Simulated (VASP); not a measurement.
# Si in VASP: notebook

Si is run at these levels: PBE; tasks: single point.

Everything below comes from runs of VASP 6.6.1. Logs are shortened: lines on timing, memory, paths and dates and some standing lists are left out, and cuts for length are marked.

**1. The cell of the first run**

The cell holds a slab with vacuum, 2 atoms: a = 3.869 Å, b = 3.869 Å, c = 24.718 Å, α = 90.00°, β = 90.00°, γ = 120.00°.

**2. Single point, PBE**

INCAR reads:

```
SYSTEM = Si
PREC = Accurate
ENCUT = 520
EDIFF = 1E-6
ISMEAR = 0
SIGMA = 0.1
LREAL = .FALSE.
LASPH = .TRUE.
NELM = 60
ALGO = Normal
ISIF = 2
LWAVE = .FALSE.
LCHARG = .FALSE.
LDIPOL = .TRUE.
IDIPOL = 3
DIPOL = 0.5 0.5 0.373
GGA = PE
NBANDS = 11
```

KPOINTS reads:

```
Automatic mesh
0
G
  12 12 1
  0 0 0
```

POSCAR reads:

```
Si
1.0
    3.8688113026      0.0000003167      0.0000000000
   -1.9344059256      3.3504887122      0.0000000000
    0.0000000000      0.0000000000     24.7181918800
Si
2
Direct
    0.3333333333      0.6666666667      0.3642489431
    0.6666666667      0.3333333333      0.3825328615
```

Potentials or basis: VASP PAW PBE potentials, release 64 (Si).

Run with:

```
> cat potpaw_PBE.64/Si/POTCAR > POTCAR
> mpirun -np 1 vasp_std > vasp.out
```

OUTCAR:

```text
SYSTEM = Si
   PREC = Accurate
   ENCUT = 520
   EDIFF = 1E-6
   ISMEAR = 0
   LREAL = .FALSE.
   LASPH = .TRUE.
   NELM = 60
   ISIF = 2
   GGA = PE

 ion  position               nearest neighbor table
   1  0.333  0.667  0.364-   2 2.28   2 2.28   2 2.28
   2  0.667  0.333  0.383-   1 2.28   1 2.28   1 2.28

  LATTYP: Found a hexagonal cell.
 ALAT       =     3.8688113026
 C/A-ratio  =     6.3890921388

  Lattice vectors:

 A1 = (   3.8688113026,   0.0000003167,   0.0000000000)
 A2 = (  -1.9344059256,   3.3504887122,   0.0000000000)
 A3 = (   0.0000000000,   0.0000000000,  24.7181918800)

Analysis of symmetry for initial positions (statically):
=====================================================================
 Subroutine PRICEL returns:
 Original cell was already a primitive cell.

 Routine SETGRP: Setting up the symmetry group for a
 hexagonal supercell.

 Subroutine GETGRP returns: Found 12 space group operations
 (whereof  6 operations were pure point group operations)
 out of a pool of 24 trial point group operations.

The static configuration has the point symmetry C_3v.
 The point group associated with its full space group is D_3d.

Analysis of symmetry for dynamics (positions and initial velocities):
=====================================================================
 Subroutine PRICEL returns:
 Original cell was already a primitive cell.

 Routine SETGRP: Setting up the symmetry group for a
 hexagonal supercell.

 Subroutine GETGRP returns: Found 12 space group operations
 (whereof  6 operations were pure point group operations)
 out of a pool of 24 trial point group operations.

The dynamic configuration has the point symmetry C_3v.
 The point group associated with its full space group is D_3d.

 Subroutine INISYM returns: Found 12 space group operations
 (whereof  6 operations are pure point group operations),
 and found     1 'primitive' translations

----------------------------------------------------------------------------------------

                                     Primitive cell

  volume of cell :     320.4073

  direct lattice vectors                    reciprocal lattice vectors
     3.868811303  0.000000317  0.000000000     0.258477314  0.149231975  0.000000000
    -1.934405926  3.350488712  0.000000000    -0.000000024  0.298463907  0.000000000
     0.000000000  0.000000000 24.718191880     0.000000000  0.000000000  0.040456034

[... 90 lines left out ...]
   EMIN   =  10.00;   EMAX   =-10.00  energy-range for DOS
   EFERMI =   0.00;   METHOD = LEGACY
   ISMEAR =     0;   SIGMA  =   0.10  broadening in eV -4-tet -1-fermi 0-gaus
   EFERMI_NEDOS =   21; number of points for ismear=-14 and -15
   IALGO  =     38    algorithm
   IMIX   =      4    mixing-type and parameters
     AMIX     =   0.40;   BMIX     =  1.00
     AMIX_MAG =   1.60;   BMIX_MAG =  1.00
  volume/ion in A,a.u.               =     160.20      1081.11
  Fermi-wavevector in a.u.,A,eV,Ry     =   0.478488  0.904210  3.115059  0.228950
  Thomas-Fermi vector in A             =   1.474991
   LORBIT       =      0    0 simple, 1 ext, 2 COOP (PROOUT), +10 PAW based schemes
   GGA     = PE    functional components
   LHFCALC =     F    Hartree Fock is set to
   AEXX    =    0.0000 exact exchange contribution
   IVDW    =     0    specifies the selected vdW correction
   LEPSILON=     F    determine dielectric tensor
   LRPA    =     F    only Hartree local field effects (RPA)
 non-spin polarized calculation
 Gauss-broadening in eV      SIGMA  =   0.10
  energy-cutoff  :      520.00
  volume of cell :      320.41
 maximum number of plane-waves:      8667
 NGX is ok and might be reduce to    30
   NGX = 15   NGY = 15   NGZ = 91

 dipolmoment           0.000000      0.000000     -0.000002 electrons x Angstroem

 number of electron       8.0000000 magnetization

 dipolmoment           0.000000      0.000000      0.000001 electrons x Angstroem

 Free energy of the ion-electron system (eV)
  ---------------------------------------------------
  ext. energy  EPLUGINS =         0.00000000
  ---------------------------------------------------
  free energy    TOTEN  =        -9.56799072 eV

  energy without entropy =       -9.56642353  energy(sigma->0) =       -9.56720712

 E-fermi :  -3.2627     XC(G=0):  -1.7501

 val. band max:       -3.2627065009   @ k =   0.3333   0.3333   0.0000
 cond. band min:      -3.2627059666   @ k =   0.3333   0.3333   0.0000
 fundamental gap:      0.0000005343
 Fermi energy:        -3.2627062337

 k-point     1 :       0.0000    0.0000    0.0000
  band No.  band energies     occupation
      1     -14.3378      2.00000
      2      -6.4241      2.00000
      3      -4.5185      2.00000
      4      -4.5185      2.00000
      5      -1.3920      0.00000
      6      -0.6827      0.00000
      7      -0.2824      0.00000
      8      -0.2824      0.00000
      9       1.0812      0.00000
     10       1.3492      0.00000
     11       1.9922      0.00000
[... 239 lines left out ...]
 k-point    19 :       0.3333    0.3333    0.0000
  band No.  band energies     occupation
      1     -11.0904      2.00000
      2     -11.0904      2.00000
      3      -7.7226      2.00000
      4      -3.2627      1.00000
      5      -3.2627      1.00000
      6       0.7508      0.00000
      7       2.3869      0.00000
      8       2.8378      0.00000
      9       2.8378      0.00000
     10       3.9486      0.00000
     11       3.9487      0.00000

------------------------ aborting loop because EDIFF is reached ----------------------------------------

 vacuum level on the upper side and lower side of the slab       (xc-potential included)        -0.008        -0.008

  FORCE on cell =-STRESS in cart. coord.  units (eV):
  Direction    XX          YY          ZZ          XY          YZ          ZX
  --------------------------------------------------------------------------------------
  -------------------------------------------------------------------------------------
  Total       -0.0285588     -0.0285588     -0.0062474      0.0000000     -0.0000000      0.0000000
  in kB       -0.1428068     -0.1428068     -0.0312399      0.0000000     -0.0000000      0.0000000
  external PRESSURE =      -0.1056178 kB  Pullay stress =       0.0000000 kB

 VOLUME and BASIS-vectors are now :
 -----------------------------------------------------------------------------
  energy-cutoff  :      520.00
  volume of cell :      320.41
      direct lattice vectors                 reciprocal lattice vectors
     3.868811303  0.000000317  0.000000000     0.258477314  0.149231975  0.000000000
    -1.934405926  3.350488712  0.000000000    -0.000000024  0.298463907  0.000000000
     0.000000000  0.000000000 24.718191880     0.000000000  0.000000000  0.040456034

 POSITION                                       TOTAL-FORCE (eV/Angst)
 -----------------------------------------------------------------------------------
     -0.00000      2.23366      9.00358        -0.000000      0.000000      0.005743
      1.93441      1.11683      9.45552         0.000000     -0.000000     -0.005743
 -----------------------------------------------------------------------------------
    total drift:                               -0.000000     -0.000000      0.000004

  FREE ENERGIE OF THE ION-ELECTRON SYSTEM (eV)
  ---------------------------------------------------
  free  energy   TOTEN  =        -9.5679907211 eV

  energy  without entropy=       -9.5664235278  energy(sigma->0) =       -9.56720712

 vacuum level on the upper side and lower side of the slab         1.327         1.327
```

Run time: 72 s. Hardware: 1 thread of Intel Xeon 6975P-C (Granite Rapids), shared host; peak memory 0.41 GiB.

What came out:

* Free energy: -9.5680 eV
* Largest force: 0.006 eV/Å
* Band gap on the k mesh: zero (filled and empty bands touch)

Forces in eV/Å, atoms in the order of the input:
```
Si   0.000  0.000  0.006
Si   0.000  0.000 -0.006
```

Levels at points of the mesh, in eV from the Fermi level:
| k point | band 1 | band 2 | band 3 | band 4 | band 5 | band 6 | band 7 | band 8 |
| --- | --- | --- | --- | --- | --- | --- | --- | --- |
| (0.00, 0.00, 0.00) | -11.08 | -3.16 | -1.26 | -1.26 | 1.87 | 2.58 | 2.98 | 2.98 |
| (0.50, 0.00, 0.00) | -8.86 | -7.19 | -2.63 | -1.02 | 0.63 | 1.10 | 5.57 | 6.44 |

(Continued in part 2 of 2.)
